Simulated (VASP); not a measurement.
**CdS: single point with revPBE+D4**

Crystal: CdS.

```
Cd S
1.0
     0.00000    2.92297    2.92297
     2.92297    0.00000    2.92297
     2.92297    2.92297    0.00000
Cd S
1 1
Direct
  0.00000 0.00000 0.00000
  0.75000 0.75000 0.75000
```

```yaml
Program: VASP 6.6.1
Task: single point
Functional: revPBE
Dispersion: D4
Potentials_or_basis: VASP PAW PBE potentials, release 64 (Cd, S)
Cutoff: 520 eV
k_mesh: 8 × 8 × 8
Occupations: gaussian, width 0.05 eV
Spin: no spin polarisation
Dipole_correction: no
Further_INCAR_settings: ALGO = Normal; EDIFF = 1e-06; NBANDS = 16
```

The pressure is 0.3 GPa and the band gap on the k mesh is 1.27 eV, direct. The dispersion energy per atom is -0.541 eV.

Levels at points of the mesh, in eV from the valence-band top:
```tsv
k point	band 5	band 6	band 7	band 8	band 9	band 10	band 11	band 12	band 13	band 14
(0.00, 0.00, 0.00)	-7.24	-7.24	0.00	0.00	0.00	1.27	6.61	6.61	6.61	11.47
(0.50, 0.00, 0.00)	-7.20	-6.86	-4.32	-0.74	-0.74	3.11	7.07	7.07	7.62	11.27
(0.50, 0.50, 0.00)	-7.15	-6.79	-3.89	-1.84	-1.84	3.70	4.42	9.37	10.84	10.84
```

Wall time 26 s on 1 thread of AMD EPYC 7R43 64-Core Processor (Zen 3) (shared host), peak memory 0.14 GiB.

Caveat: the PAW data sets were made with another functional, which shifts forces and pressure a little.
